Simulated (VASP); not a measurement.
# C (P6_3/mmc) in VASP: relaxation of cell and atoms with PBE

Aim: the relaxation of cell and atoms of C with PBE.

Everything below comes from runs of VASP 6.6.1. Logs are shortened: lines on timing, memory, paths and dates and some standing lists are left out, and cuts for length are marked.

### Step 1. The cell of the first run

It takes space group P6_3/mmc (No. 194, hexagonal). The conventional cell has a = 2.464 Å, b = 2.464 Å, c = 6.711 Å, α = 90.00°, β = 90.00°, γ = 120.00°. C (site symmetry -6m2) has 3 C at 1.42 Å within 1.9 Å. Within 1.9 Å of C (site symmetry -6m2) lie 3 C at 1.42 Å.

### Step 2. Relaxation of cell and atoms, PBE

Contents of INCAR:

```
PREC = Accurate ; ENCUT = 1300
EDIFF = 1E-7 ; ISMEAR = -1
SIGMA = 0.05 ; LREAL = F
LASPH = T ; NELM = 120
ALGO = Normal ; ISIF = 3
LWAVE = F ; LCHARG = F
GGA = PE ; IBRION = 2
NSW = 80 ; EDIFFG = -0.01
GGA_COMPAT = F ; NELMIN = 4
```

Contents of KPOINTS:

```
Automatic mesh
0
Gamma
  8 8 3
```

Contents of POSCAR:

```
C
1.0
    2.4640014744      0.0000000000      0.0000000000
   -1.2320007372      2.1338878718      0.0000000000
    0.0000000000      0.0000000000      6.7110000000
C
4
Direct
    0.0000000000      0.0000000000      0.2500000000
    0.0000000000      0.0000000000      0.7500000000
    0.3333333333      0.6666666667      0.2500000000
    0.6666666667      0.3333333333      0.7500000000
```

Potentials or basis: VASP PAW PBE potentials, release 64 (C_h).

Started as:

```console
$ cat potpaw_PBE.64/C_h/POTCAR > POTCAR
$ mpirun -np 1 vasp_std > vasp.out
```

OUTCAR:

```text
PREC = Accurate
   ENCUT = 1300
   EDIFF = 1E-7
   ISMEAR = -1
   LREAL = F
   LASPH = T
   NELM = 120
   ISIF = 3
   GGA = PE
   IBRION = 2
   NSW = 80
   EDIFFG = -0.01
   NELMIN = 4

 ion  position               nearest neighbor table
   1  0.000  0.000  0.250-   3 1.42   3 1.42   3 1.42
   2  0.000  0.000  0.750-   4 1.42   4 1.42   4 1.42
   3  0.333  0.667  0.250-   1 1.42   1 1.42   1 1.42
   4  0.667  0.333  0.750-   2 1.42   2 1.42   2 1.42

  LATTYP: Found a hexagonal cell.
 ALAT       =     2.4640014744
 C/A-ratio  =     2.7236185001

  Lattice vectors:

 A1 = (   2.4640014744,   0.0000000000,   0.0000000000)
 A2 = (  -1.2320007372,   2.1338878718,   0.0000000000)
 A3 = (   0.0000000000,   0.0000000000,   6.7110000000)

Analysis of symmetry for initial positions (statically):
=====================================================================
 Subroutine PRICEL returns:
 Original cell was already a primitive cell.

 Routine SETGRP: Setting up the symmetry group for a
 hexagonal supercell.

 Subroutine GETGRP returns: Found 24 space group operations
 (whereof 12 operations were pure point group operations)
 out of a pool of 24 trial point group operations.

The static configuration has the point symmetry D_3d.
 The point group associated with its full space group is D_6h.

Analysis of symmetry for dynamics (positions and initial velocities):
=====================================================================
 Subroutine PRICEL returns:
 Original cell was already a primitive cell.

 Routine SETGRP: Setting up the symmetry group for a
 hexagonal supercell.

 Subroutine GETGRP returns: Found 24 space group operations
 (whereof 12 operations were pure point group operations)
 out of a pool of 24 trial point group operations.

The dynamic configuration has the point symmetry D_3d.
 The point group associated with its full space group is D_6h.

 Subroutine INISYM returns: Found 24 space group operations
 (whereof 12 operations are pure point group operations),
 and found     1 'primitive' translations

----------------------------------------------------------------------------------------

                                     Primitive cell

  volume of cell :      35.2858

  direct lattice vectors                    reciprocal lattice vectors
     2.464001474  0.000000000  0.000000000     0.405843913  0.234314092  0.000000000
    -1.232000737  2.133887872  0.000000000     0.000000000  0.468628185  0.000000000
     0.000000000  0.000000000  6.711000000     0.000000000  0.000000000  0.149009090

  length of vectors
     2.464001474  2.464001474  6.711000000     0.468628185  0.468628185  0.149009090

  position of ions in fractional coordinates (direct lattice)
     0.000000000  0.000000000  0.250000000
     0.000000000  0.000000000  0.750000000
     0.333333333  0.666666667  0.250000000
     0.666666667  0.333333333  0.750000000

  ion indices of the primitive-cell ions
   primitive index   ion index
                 1           1
                 2           2
                 3           3
                 4           4

----------------------------------------------------------------------------------------

 KPOINTS: Automatic mesh

Automatic generation of k-mesh.
 Grid dimensions read from file:
 generate k-points for:    8    8    3

 Generating k-lattice:

  Cartesian coordinates                     Fractional coordinates (reciprocal lattice)
     0.050730489  0.029289262  0.000000000     0.125000000  0.000000000  0.000000000
     0.000000000  0.058578523  0.000000000     0.000000000  0.125000000  0.000000000
     0.000000000  0.000000000  0.049669697     0.000000000  0.000000000  0.333333333

  Length of vectors
     0.058578523  0.058578523  0.049669697

  Shift w.r.t. Gamma in fractional coordinates (k-lattice)
     0.000000000  0.000000000  0.000000000

 Subroutine IBZKPT returns following result:
 ===========================================

 Found     20 irreducible k-points:

 Following reciprocal coordinates:
            Coordinates               Weight
  0.000000  0.000000  0.000000      1.000000
  0.125000  0.000000  0.000000      6.000000
  0.250000  0.000000  0.000000      6.000000
  0.375000  0.000000  0.000000      6.000000
  0.500000  0.000000  0.000000      3.000000
  0.125000  0.125000  0.000000      6.000000
[... 12 lines left out ...]
  0.250000  0.250000  0.333333     12.000000
  0.375000  0.250000  0.333333     12.000000
   k-points           NKPTS =     20   k-points in BZ     NKDIM =     20   number of bands    NBANDS=     12
   number of dos      NEDOS =    301   number of ions     NIONS =      4
   total plane-waves  NPLWV =  72000
   dimension x,y,z NGX =    30 NGY =   30 NGZ =   80
   dimension x,y,z NGXF=    60 NGYF=   60 NGZF=  160
   ions per type =               4
   NGX,Y,Z   is equivalent  to a cutoff of  20.24, 20.24, 19.82 a.u.
   NGXF,Y,Z  is equivalent  to a cutoff of  40.48, 40.48, 39.64 a.u.
 SYSTEM =  unknown system
   PREC   = accura    normal or accurate (medium, high low for compatibility)
   ISTART =      0    job   : 0-new  1-cont  2-samecut
   ICHARG =      2    charge: 1-file 2-atom 10-const
   ISPIN  =      1    spin polarized calculation?
   LNONCOLLINEAR =      F non collinear calculations
   LSORBIT =      F    spin-orbit coupling
   LASPH  =      T    aspherical Exc in radial PAW
   ENCUT  = 1300.0 eV  95.55 Ry    9.77 a.u.   7.24  7.24 19.73*2*pi/ulx,y,z
   NELM   =    120;   NELMIN=  4; NELMDL= -5     # of ELM steps
   EDIFF  = 0.1E-06   stopping-criterion for ELM
   LREAL  =      F    real-space projection
   EDIFFG = -.1E-01   stopping-criterion for IOM
   NSW    =     80    number of steps for IOM
   IBRION =      2    ionic relax: 0-MD 1-quasi-New 2-CG
   NFREE  =      1    steps in history (QN), initial steepest desc. (CG)
   ISIF   =      3    stress and relaxation
   ISYM   =      2    0-nonsym 1-usesym 2-fastsym
   POTIM  = 0.5000    time-step for ionic-motion
   TEBEG  =    0.0;   TEEND  =   0.0 temperature during run
   PSTRESS=    0.0 pullay stress
   NELECT =      16.0000    total number of electrons
   NUPDOWN=      -1.0000    fix difference up-down
   EMIN   =  10.00;   EMAX   =-10.00  energy-range for DOS
   EFERMI =   0.00;   METHOD = LEGACY
   ISMEAR =    -1;   SIGMA  =   0.05  broadening in eV -4-tet -1-fermi 0-gaus
   EFERMI_NEDOS =   21; number of points for ismear=-14 and -15
   IALGO  =     38    algorithm
   IMIX   =      4    mixing-type and parameters
     AMIX     =   0.40;   BMIX     =  1.00
     AMIX_MAG =   1.60;   BMIX_MAG =  1.00
  volume/ion in A,a.u.               =       8.82        59.53
  Fermi-wavevector in a.u.,A,eV,Ry     =   1.257713  2.376733 21.522268  1.581842
  Thomas-Fermi vector in A             =   2.391358
   LORBIT       =      0    0 simple, 1 ext, 2 COOP (PROOUT), +10 PAW based schemes
   GGA     = PE    functional components
   LHFCALC =     F    Hartree Fock is set to
   AEXX    =    0.0000 exact exchange contribution
   IVDW    =     0    specifies the selected vdW correction
   LEPSILON=     F    determine dielectric tensor
   LRPA    =     F    only Hartree local field effects (RPA)
 conjugate gradient relaxation of ions
 non-spin polarized calculation
  energy-cutoff  :     1300.00
  volume of cell :       35.29
 maximum number of plane-waves:      3774
 NGX is ok and might be reduce to    30
   NGX = 15   NGY = 15   NGZ = 39

--------------------------------------- Ionic step        1  -------------------------------------------

 number of electron      16.0000000 magnetization

 Free energy of the ion-electron system (eV)
  ---------------------------------------------------
  ext. energy  EPLUGINS =         0.00000000
  ---------------------------------------------------
  free energy    TOTEN  =       -36.92126505 eV

  energy without entropy =      -36.92126505  energy(sigma->0) =      -36.92126505

------------------------ aborting loop because EDIFF is reached ----------------------------------------

  FORCE on cell =-STRESS in cart. coord.  units (eV):
  Direction    XX          YY          ZZ          XY          YZ          ZX
  --------------------------------------------------------------------------------------
  -------------------------------------------------------------------------------------
  Total        0.1448707      0.1448707      0.7113097     -0.0000000      0.0000000      0.0000000
  in kB        6.5779623      6.5779623     32.2975450     -0.0000000      0.0000000      0.0000000
  external PRESSURE =      15.1511566 kB  Pullay stress =       0.0000000 kB
[... 95 lines left out ...]
  FREE ENERGIE OF THE ION-ELECTRON SYSTEM (eV)
  ---------------------------------------------------
  free  energy   TOTEN  =       -36.9312238188 eV

  energy  without entropy=      -36.9312238108  energy(sigma->0) =      -36.93122381

 E-fermi :   5.0234     XC(G=0): -10.0764

 val. band max:        4.1746450786   @ k =   0.3750   0.2500   0.0000
 cond. band min:       5.9211099025   @ k =   0.3750   0.2500   0.3333
 fundamental gap:      1.7464648240
 Fermi energy:         5.0234413823

 k-point     1 :       0.0000    0.0000    0.0000
  band No.  band energies     occupation
      1     -14.5501      2.00000
      2     -14.3372      2.00000
      3      -3.2912      2.00000
      4      -1.7192      2.00000
      5       1.9410      2.00000
      6       1.9410      2.00000
      7       1.9528      2.00000
      8       1.9528      2.00000
      9       8.9724      0.00000
     10      13.2348      0.00000
     11      13.2349      0.00000
     12      13.2706      0.00000
[... 271 lines left out ...]
 k-point    20 :       0.3750    0.2500    0.3333
  band No.  band energies     occupation
      1      -8.3226      2.00000
      2      -8.2870      2.00000
      3      -7.4190      2.00000
      4      -7.4038      2.00000
      5      -4.7070      2.00000
      6      -4.6725      2.00000
      7       3.8240      2.00000
      8       4.0903      2.00000
      9       5.9211      0.00000
     10       5.9619      0.00000
     11      15.5401      0.00000
     12      15.6011      0.00000

 E-fermi :   4.0845     XC(G=0):  -9.3299

 val. band max:        3.1809312367   @ k =   0.3750   0.2500   0.0000
 cond. band min:       5.0446388618   @ k =   0.3750   0.2500   0.3333
 fundamental gap:      1.8637076252
 Fermi energy:         4.0845094970

 k-point     1 :       0.0000    0.0000    0.0000
  band No.  band energies     occupation
      1     -15.5015      2.00000
      2     -15.4224      2.00000
      3      -3.9438      2.00000
      4      -3.1270      2.00000
      5       1.0433      2.00000
      6       1.0433      2.00000
      7       1.0464      2.00000
      8       1.0464      2.00000
      9       7.4330      0.00000
     10      11.9051      0.00000
     11      12.4336      0.00000
     12      12.4336      0.00000
[... 271 lines left out ...]
 k-point    20 :       0.3750    0.2500    0.3333
  band No.  band energies     occupation
      1      -9.2602      2.00000
      2      -9.2481      2.00000
      3      -8.3840      2.00000
      4      -8.3783      2.00000
      5      -5.6784      2.00000
      6      -5.6667      2.00000
      7       3.0012      2.00000
      8       3.1273      2.00000
      9       5.0446      0.00000
     10       5.0519      0.00000
     11      14.7522      0.00000
     12      14.7760      0.00000

[... ionic steps 4 to 13 ...]

--------------------------------------- Ionic step       14  -------------------------------------------

 number of electron      16.0000000 magnetization

------------------------ aborting loop because EDIFF is reached ----------------------------------------

  FORCE on cell =-STRESS in cart. coord.  units (eV):
  Direction    XX          YY          ZZ          XY          YZ          ZX
  --------------------------------------------------------------------------------------
  -------------------------------------------------------------------------------------
  Total       -0.1635494     -0.1635494      0.0338035      0.0000000      0.0000000      0.0000000
  in kB       -6.1888484     -6.1888484      1.2791539      0.0000000      0.0000000      0.0000000
  external PRESSURE =      -3.6995143 kB  Pullay stress =       0.0000000 kB
[... 61 lines left out ...]
  energy  without entropy=      -36.9718334724  energy(sigma->0) =      -36.97183347

--------------------------------------- Ionic step       16  -------------------------------------------

 number of electron      16.0000000 magnetization

 Free energy of the ion-electron system (eV)
  ---------------------------------------------------
  ext. energy  EPLUGINS =         0.00000000
  ---------------------------------------------------
  free energy    TOTEN  =       -36.97201270 eV

  energy without entropy =      -36.97201270  energy(sigma->0) =      -36.97201270

 E-fermi :   3.7666     XC(G=0):  -9.0904

 val. band max:        2.8509860920   @ k =   0.3750   0.2500   0.0000
 cond. band min:       4.7309528215   @ k =   0.3750   0.2500   0.3333
 fundamental gap:      1.8799667295
 Fermi energy:         3.7666209842

 k-point     1 :       0.0000    0.0000    0.0000
  band No.  band energies     occupation
      1     -15.7668      2.00000
      2     -15.7097      2.00000
      3      -4.1508      2.00000
      4      -3.4929      2.00000
      5       0.7283      2.00000
      6       0.7283      2.00000
      7       0.7303      2.00000
      8       0.7303      2.00000
      9       7.0096      0.00000
     10      10.7798      0.00000
     11      12.0915      0.00000
     12      12.0915      0.00000
[... 314 lines left out ...]
  FREE ENERGIE OF THE ION-ELECTRON SYSTEM (eV)
  ---------------------------------------------------
  free  energy   TOTEN  =       -36.9720126982 eV

  energy  without entropy=      -36.9720126954  energy(sigma->0) =      -36.97201270

 reached required accuracy - stopping structural energy minimisation
```

It took 4.1 min on 1 thread of Intel Xeon Platinum 8488C (Sapphire Rapids), shared host; peak memory 0.25 GiB.

What came out:

| Item | Value |
| --- | --- |
| Free energy | -36.9720 eV |
| Relaxed volume | 10.71 Å³/atom |
| Relaxed cell | a = 2.466 Å, b = 2.466 Å, c = 8.131 Å, α = 90.00°, β = 90.00°, γ = 120.00° |
| Space group after relaxing (to 0.1 Å) | P6_3/mmc (No. 194) |
| Energy gained by relaxing | 12.7 meV/atom |
| Ionic steps | 16 |
| Pressure after relaxing | 0.0 GPa |

The path:
```csv
step,energy change (eV),largest force (eV/Å),pressure (GPa),volume (Å³)
1,0.0000,0.0000,1.52,35.29
2,-0.0055,0.0000,0.00,35.71
3,-0.0100,0.0000,-2.94,36.59
4,-0.0112,0.0000,-2.84,36.65
5,-0.0148,0.0000,-2.59,36.82
6,-0.0213,0.0000,-2.07,37.17
7,-0.0314,0.0000,-1.03,37.85
8,-0.0424,0.0000,1.05,39.20
9,-0.0369,0.0000,5.03,41.84
10,-0.0442,0.0000,2.61,40.22
11,-0.0486,0.0000,1.14,41.23
12,-0.0503,0.0000,-0.72,42.61
13,-0.0503,0.0000,-0.44,42.39
14,-0.0503,0.0000,-0.37,42.34
15,-0.0506,0.0000,-0.21,42.55
16,-0.0507,0.0000,-0.01,42.83
```

Final structure:
```
CELL_PARAMETERS angstrom
2.46619 0.00000 0.00000
-1.23309 2.13578 0.00000
0.00000 0.00000 8.13101
ATOMIC_POSITIONS crystal
C 0.00000 0.00000 0.25000
C 0.00000 0.00000 0.75000
C 0.33333 0.66667 0.25000
C 0.66667 0.33333 0.75000
```

Caveat: the volume moved by over 15 % at a fixed basis, so the end points are rough; this functional lacks dispersion, which binds layers or chains, so the pressure and a relaxed spacing across them are unreliable.
